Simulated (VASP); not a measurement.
# Fe3Ge (Pm-3m) in VASP: a series of runs

Runs on Fe3Ge. Level: PBEsol. Tasks: single point.

Program: VASP 6.6.1. These are calculated values, not measurements. Logs are shortened: lines on timing, memory, paths and dates and some standing lists are left out, and cuts for length are marked.

**1. The cell of the first run**

It takes space group Pm-3m (No. 221, cubic). The conventional cell has a = 3.661 Å, b = 3.661 Å, c = 3.661 Å, α = 90.00°, β = 90.00°, γ = 90.00°. Within 3.4 Å of Fe (site symmetry 4/mmm) lie 8 Fe at 2.59 Å and 4 Ge at 2.59 Å. Within 3.4 Å of Ge (site symmetry m-3m) lie 12 Fe at 2.59 Å.

**2. Single point, PBEsol, collinear spin, ferromagnetic start**

INCAR

```
SYSTEM = Fe3Ge
PREC     = Accurate       ! precision mode
ENCUT    = 520            ! plane-wave cutoff, eV
EDIFF    = 1E-7           ! SCF threshold, eV
ISMEAR   = -1             ! smearing method
SIGMA    = 0.03           ! smearing width, eV
LREAL    = .FALSE.        ! projectors in reciprocal space
LASPH    = .TRUE.         ! aspherical terms in the spheres
NELM     = 150            ! most SCF steps
ALGO     = Normal         ! electronic algorithm
ISIF     = 2              ! what is computed and relaxed
LWAVE    = .FALSE.        ! write WAVECAR
LCHARG   = .FALSE.        ! write CHGCAR
ISPIN    = 2              ! spin polarisation
MAGMOM   = 1.08 1.08 1.08 0 ! initial moments
LORBIT   = 11             ! projections on sites
NUPDOWN  = 3.24           ! fixed moment
LMAXMIX  = 4              ! l up to which the mixer works
GGA      = PS             ! functional
NBANDS   = 31             ! bands
```

KPOINTS

```
Automatic mesh
0
G
  9 9 9
  0 0 0
```

POSCAR

```
Fe3Ge
1.0
    3.6605005200      0.0000000000      0.0000000000
    0.0000000000      3.6605005200      0.0000000000
    0.0000000000      0.0000000000      3.6605005200
Fe Ge
3 1
Direct
    0.0000000000      0.5000000000      0.5000000000
    0.5000000000      0.5000000000      0.0000000000
    0.5000000000      0.0000000000      0.5000000000
    0.0000000000      0.0000000000      0.0000000000
```

Potentials or basis: VASP PAW PBE potentials, release 64 (Fe, Ge_d).

Started as:

```console
$ cat potpaw_PBE.64/Fe/POTCAR potpaw_PBE.64/Ge_d/POTCAR > POTCAR
$ mpirun -np 1 vasp_std > vasp.out
```

OUTCAR:

```text
SYSTEM = Fe3Ge
   PREC = Accurate
   ENCUT = 520
   EDIFF = 1E-7
   ISMEAR = -1
   LREAL = .FALSE.
   LASPH = .TRUE.
   NELM = 150
   ISIF = 2
   ISPIN = 2
   LORBIT = 11
   NUPDOWN = 3.24
   GGA = PS

 ion  position               nearest neighbor table
   1  0.000  0.500  0.500-   2 2.59   3 2.59   4 2.59   2 2.59   4 2.59   3 2.59   4 2.59   4 2.59
                             2 2.59   3 2.59   2 2.59   3 2.59
   2  0.500  0.500  0.000-   1 2.59   3 2.59   4 2.59   1 2.59   3 2.59   3 2.59   4 2.59   3 2.59
                             1 2.59   4 2.59   1 2.59   4 2.59
   3  0.500  0.000  0.500-   1 2.59   2 2.59   4 2.59   2 2.59   4 2.59   1 2.59   2 2.59   2 2.59
                             1 2.59   4 2.59   4 2.59   1 2.59
   4  0.000  0.000  0.000-   1 2.59   2 2.59   3 2.59   1 2.59   3 2.59   1 2.59   2 2.59   1 2.59
                             2 2.59   3 2.59   3 2.59   2 2.59

  LATTYP: Found a simple cubic cell.
 ALAT       =     3.6605005200

  Lattice vectors:

 A1 = (   3.6605005200,   0.0000000000,   0.0000000000)
 A2 = (   0.0000000000,   3.6605005200,   0.0000000000)
 A3 = (   0.0000000000,   0.0000000000,   3.6605005200)

Analysis of symmetry for initial positions (statically):
=====================================================================
 Subroutine PRICEL returns:
 Original cell was already a primitive cell.

 Routine SETGRP: Setting up the symmetry group for a
 simple cubic supercell.

 Subroutine GETGRP returns: Found 48 space group operations
 (whereof 48 operations were pure point group operations)
 out of a pool of 48 trial point group operations.

The static configuration has the point symmetry O_h .

Analysis of symmetry for dynamics (positions and initial velocities):
=====================================================================
 Subroutine PRICEL returns:
 Original cell was already a primitive cell.

 Routine SETGRP: Setting up the symmetry group for a
 simple cubic supercell.

 Subroutine GETGRP returns: Found 48 space group operations
 (whereof 48 operations were pure point group operations)
 out of a pool of 48 trial point group operations.

The dynamic configuration has the point symmetry O_h .

Analysis of structural, dynamic, and magnetic symmetry:
=====================================================================
 Subroutine PRICEL returns:
 Original cell was already a primitive cell.

 Routine SETGRP: Setting up the symmetry group for a
 simple cubic supercell.

 Subroutine GETGRP returns: Found 48 space group operations
 (whereof 48 operations were pure point group operations)
 out of a pool of 48 trial point group operations.

The overall configuration has the point symmetry O_h .

 Subroutine INISYM returns: Found 48 space group operations
 (whereof 48 operations are pure point group operations),
 and found     1 'primitive' translations

----------------------------------------------------------------------------------------

                                     Primitive cell

  volume of cell :      49.0480

  direct lattice vectors                    reciprocal lattice vectors
     3.660500520  0.000000000  0.000000000     0.273186684  0.000000000  0.000000000
     0.000000000  3.660500520  0.000000000     0.000000000  0.273186684  0.000000000
     0.000000000  0.000000000  3.660500520     0.000000000  0.000000000  0.273186684

  length of vectors
     3.660500520  3.660500520  3.660500520     0.273186684  0.273186684  0.273186684

  position of ions in fractional coordinates (direct lattice)
     0.000000000  0.500000000  0.500000000
     0.500000000  0.500000000  0.000000000
     0.500000000  0.000000000  0.500000000
     0.000000000  0.000000000  0.000000000

  ion indices of the primitive-cell ions
   primitive index   ion index
                 1           1
                 2           2
                 3           3
                 4           4

----------------------------------------------------------------------------------------

 KPOINTS: Automatic mesh

Automatic generation of k-mesh.
 Grid dimensions read from file:
 generate k-points for:    9    9    9

 Generating k-lattice:

  Cartesian coordinates                     Fractional coordinates (reciprocal lattice)
     0.030354076  0.000000000  0.000000000     0.111111111  0.000000000  0.000000000
     0.000000000  0.030354076  0.000000000     0.000000000  0.111111111  0.000000000
     0.000000000  0.000000000  0.030354076     0.000000000  0.000000000  0.111111111

  Length of vectors
     0.030354076  0.030354076  0.030354076

  Shift w.r.t. Gamma in fractional coordinates (k-lattice)
     0.000000000  0.000000000  0.000000000

 Subroutine IBZKPT returns following result:
 ===========================================

 Found     35 irreducible k-points:

 Following reciprocal coordinates:
            Coordinates               Weight
  0.000000  0.000000  0.000000      1.000000
  0.111111  0.000000  0.000000      6.000000
  0.222222  0.000000  0.000000      6.000000
  0.333333  0.000000  0.000000      6.000000
  0.444444  0.000000  0.000000      6.000000
  0.111111  0.111111  0.000000     12.000000
[... 16 lines left out ...]
  0.333333  0.333333  0.111111     24.000000
  0.444444  0.333333  0.111111     48.000000
 [... further k-points ...]
   k-points           NKPTS =     35   k-points in BZ     NKDIM =     35   number of bands    NBANDS=     31
   number of dos      NEDOS =    301   number of ions     NIONS =      4
   total plane-waves  NPLWV =  21952
   dimension x,y,z NGX =    28 NGY =   28 NGZ =   28
   dimension x,y,z NGXF=    56 NGYF=   56 NGZF=   56
   ions per type =               3   1
   NGX,Y,Z   is equivalent  to a cutoff of  12.72, 12.72, 12.72 a.u.
   NGXF,Y,Z  is equivalent  to a cutoff of  25.43, 25.43, 25.43 a.u.
 SYSTEM =  Fe3Ge
   PREC   = accura    normal or accurate (medium, high low for compatibility)
   ISTART =      0    job   : 0-new  1-cont  2-samecut
   ICHARG =      2    charge: 1-file 2-atom 10-const
   ISPIN  =      2    spin polarized calculation?
   LNONCOLLINEAR =      F non collinear calculations
   LSORBIT =      F    spin-orbit coupling
   LASPH  =      T    aspherical Exc in radial PAW
   ENCUT  =  520.0 eV  38.22 Ry    6.18 a.u.   6.81  6.81  6.81*2*pi/ulx,y,z
   NELM   =    150;   NELMIN=  2; NELMDL= -5     # of ELM steps
   EDIFF  = 0.1E-06   stopping-criterion for ELM
   LREAL  =      F    real-space projection
   EDIFFG = 0.1E-05   stopping-criterion for IOM
   NSW    =      0    number of steps for IOM
   IBRION =     -1    ionic relax: 0-MD 1-quasi-New 2-CG
   NFREE  =      0    steps in history (QN), initial steepest desc. (CG)
   ISIF   =      2    stress and relaxation
   ISYM   =      2    0-nonsym 1-usesym 2-fastsym
   POTIM  = 0.5000    time-step for ionic-motion
   TEBEG  =    0.0;   TEEND  =   0.0 temperature during run
   PSTRESS=    0.0 pullay stress
   NELECT =      38.0000    total number of electrons
   NUPDOWN=       3.2400    fix difference up-down
   EMIN   =  10.00;   EMAX   =-10.00  energy-range for DOS
   EFERMI =   0.00;   METHOD = LEGACY
   ISMEAR =    -1;   SIGMA  =   0.03  broadening in eV -4-tet -1-fermi 0-gaus
   EFERMI_NEDOS =   21; number of points for ismear=-14 and -15
   IALGO  =     38    algorithm
   IMIX   =      4    mixing-type and parameters
     AMIX     =   0.40;   BMIX     =  1.00
     AMIX_MAG =   1.60;   BMIX_MAG =  1.00
  volume/ion in A,a.u.               =      12.26        82.75
  Fermi-wavevector in a.u.,A,eV,Ry     =   1.503588  2.841370 30.759742  2.260777
  Thomas-Fermi vector in A             =   2.614679
   LORBIT       =     11    0 simple, 1 ext, 2 COOP (PROOUT), +10 PAW based schemes
   GGA     = PS    functional components
   LHFCALC =     F    Hartree Fock is set to
   AEXX    =    0.0000 exact exchange contribution
   IVDW    =     0    specifies the selected vdW correction
   LEPSILON=     F    determine dielectric tensor
   LRPA    =     F    only Hartree local field effects (RPA)
 spin polarized calculation
  energy-cutoff  :      520.00
  volume of cell :       49.05
 maximum number of plane-waves:      1357
 NGX is ok and might be reduce to    28
   NGX = 13   NGY = 13   NGZ = 13

 number of electron      38.0000022 magnetization       3.2400000

 Free energy of the ion-electron system (eV)
  ---------------------------------------------------
  ext. energy  EPLUGINS =         0.00000000
  ---------------------------------------------------
  free energy    TOTEN  =       -31.40451696 eV

  energy without entropy =      -31.37485929  energy(sigma->0) =      -31.38968812

 E-fermi :   6.9574     XC(G=0): -13.1061

 val. band max:        6.9564659786   @ k =   0.4444   0.1111   0.0000
 cond. band min:       6.3692118289   @ k =   0.4444   0.0000   0.0000
 fundamental gap:     -0.5872541497
 Fermi energy:         6.3670084273

 spin component 1

 k-point     1 :       0.0000    0.0000    0.0000
  band No.  band energies     occupation
      1     -17.6351      1.00000
      2     -17.6351      1.00000
      3     -17.6288      1.00000
      4     -17.6288      1.00000
      5     -17.6288      1.00000
      6      -4.9957      1.00000
[... 805 lines left out ...]
     30      17.9004      0.00000
     31      18.4116      0.00000

 [... further k-points ...]

 spin component 2

 k-point     1 :       0.0000    0.0000    0.0000
  band No.  band energies     occupation
      1     -17.6492      1.00000
      2     -17.6492      1.00000
      3     -17.6419      1.00000
      4     -17.6419      1.00000
      5     -17.6419      1.00000
      6      -4.9681      1.00000
[... 805 lines left out ...]
     30      18.2052      0.00000
     31      18.5632      0.00000

 [... further k-points ...]

------------------------ aborting loop because EDIFF is reached ----------------------------------------

  FORCE on cell =-STRESS in cart. coord.  units (eV):
  Direction    XX          YY          ZZ          XY          YZ          ZX
  --------------------------------------------------------------------------------------
  -------------------------------------------------------------------------------------
  Total       -6.3743526     -6.3743526     -6.3743526      0.0000000     -0.0000000      0.0000000
  in kB     -208.2213446   -208.2213446   -208.2213446      0.0000000     -0.0000000      0.0000000
  external PRESSURE =    -208.2213446 kB  Pullay stress =       0.0000000 kB

 VOLUME and BASIS-vectors are now :
 -----------------------------------------------------------------------------
  energy-cutoff  :      520.00
  volume of cell :       49.05
      direct lattice vectors                 reciprocal lattice vectors
     3.660500520  0.000000000  0.000000000     0.273186684  0.000000000  0.000000000
     0.000000000  3.660500520  0.000000000     0.000000000  0.273186684  0.000000000
     0.000000000  0.000000000  3.660500520     0.000000000  0.000000000  0.273186684

 POSITION                                       TOTAL-FORCE (eV/Angst)
 -----------------------------------------------------------------------------------
      0.00000      1.83025      1.83025         0.000000      0.000000      0.000000
      1.83025      1.83025      0.00000         0.000000      0.000000      0.000000
      1.83025      0.00000      1.83025         0.000000      0.000000      0.000000
      0.00000      0.00000      0.00000         0.000000      0.000000      0.000000
 -----------------------------------------------------------------------------------
    total drift:                               -0.000000      0.000000      0.000000

  FREE ENERGIE OF THE ION-ELECTRON SYSTEM (eV)
  ---------------------------------------------------
  free  energy   TOTEN  =       -31.4045169628 eV

  energy  without entropy=      -31.3748592864  energy(sigma->0) =      -31.38968812

 total charge

# of ion       s       p       d       tot
------------------------------------------
    1        0.426   0.489   6.302   7.216
    2        0.426   0.489   6.302   7.216
    3        0.426   0.489   6.302   7.216
    4        1.073   1.258  10.109  12.440
--------------------------------------------------
tot          2.351   2.723  29.014  34.088

 magnetization (x)

# of ion       s       p       d       tot
------------------------------------------
    1        0.002  -0.005   1.108   1.105
    2        0.002  -0.005   1.108   1.105
    3        0.002  -0.005   1.108   1.105
    4        0.001  -0.091   0.009  -0.081
--------------------------------------------------
tot          0.009  -0.107   3.331   3.233
```

It used 99 s of CPU time on 1 thread of Intel Xeon 6975P-C (shared host).

Results:

```
Free energy                                           : -31.4045 eV
Pressure                                              : -20.8 GPa
Net moment                                            : 3.24 μB per cell
Site moments                                          : Fe +1.10; Ge -0.08 μB
Valence electrons inside the program's atomic spheres : Fe 7.22; Ge 12.44
```

Caveat: the PAW data sets were made with another functional, which shifts forces and pressure a little; the total moment is fixed, so each spin has its own Fermi level.

**3. Single point, PBEsol, collinear spin, ferromagnetic start**

INCAR

```
ALGO = Normal
EDIFF = 1E-6
ENCUT = 520
GGA = PS
ISIF = 2
ISMEAR = -1
ISPIN = 2
LASPH = T
LCHARG = T
LELF = T
LMAXMIX = 4
LORBIT = 11
LREAL = F
LVHAR = T
LWAVE = F
MAGMOM = 1.08 1.08 1.08 0
NBANDS = 31
NELM = 150
NUPDOWN = 3.24
PREC = Accurate
SIGMA = 0.03
```

KPOINTS

```
k-points
0
Gamma
  9 9 9
```

POSCAR is that of step 2.

Potentials or basis: VASP PAW PBE potentials, release 64 (Fe, Ge_d).

Started as:

```console
$ cat potpaw_PBE.64/Fe/POTCAR potpaw_PBE.64/Ge_d/POTCAR > POTCAR
$ mpirun -np 1 vasp_std > vasp.out
```

It took 1.9 min on 1 thread of Intel Xeon 6975P-C, shared host; peak memory 0.22 GiB.

Results (log left out):

| Property | Result |
| --- | --- |
| Free energy | -31.4045 eV |
| Pressure | -20.9 GPa |
| Net moment | 3.24 μB per cell |
| Site moments | Fe +1.10; Ge -0.08 μB |
| Valence electrons inside the program's atomic spheres | Fe 7.22; Ge 12.44 |

Caveat: the PAW data sets were made with another functional, which shifts forces and pressure a little; the total moment is fixed, so each spin has its own Fermi level.

**4. Single point, PBEsol, collinear spin, ferromagnetic start**

INCAR

```
PREC = Accurate
ENCUT = 520
EDIFF = 1E-6
ISMEAR = -1
SIGMA = 0.03
LREAL = False
LASPH = True
NELM = 150
ALGO = Normal
ISIF = 2
LWAVE = False
LCHARG = False
ISPIN = 2
MAGMOM = 1.513 1.513 1.514 0
LORBIT = 11
NUPDOWN = 4.54
LMAXMIX = 4
GGA = PS
NBANDS = 31
```

KPOINTS

```
Automatic mesh
0
Gamma
  9 9 9
```

POSCAR is that of step 3.

Started as:

```console
$ cat potpaw_PBE.64/Fe/POTCAR potpaw_PBE.64/Ge_d/POTCAR > POTCAR
$ mpirun -np 1 vasp_std > vasp.out
```

Wall time 3.8 min (1 thread of Intel Xeon 6975P-C, shared host); peak memory 0.29 GiB.

The run converged. Its results:

| Property | Result |
| --- | --- |
| Free energy | -31.7676 eV |
| Pressure | -18.1 GPa |
| Net moment | 4.54 μB per cell |
| Site moments | Fe +1.54; Ge -0.10 μB |
| Valence electrons inside the program's atomic spheres | Fe 7.21; Ge 12.45 |

Caveat: the PAW data sets were made with another functional, which shifts forces and pressure a little; the total moment is fixed, so each spin has its own Fermi level.
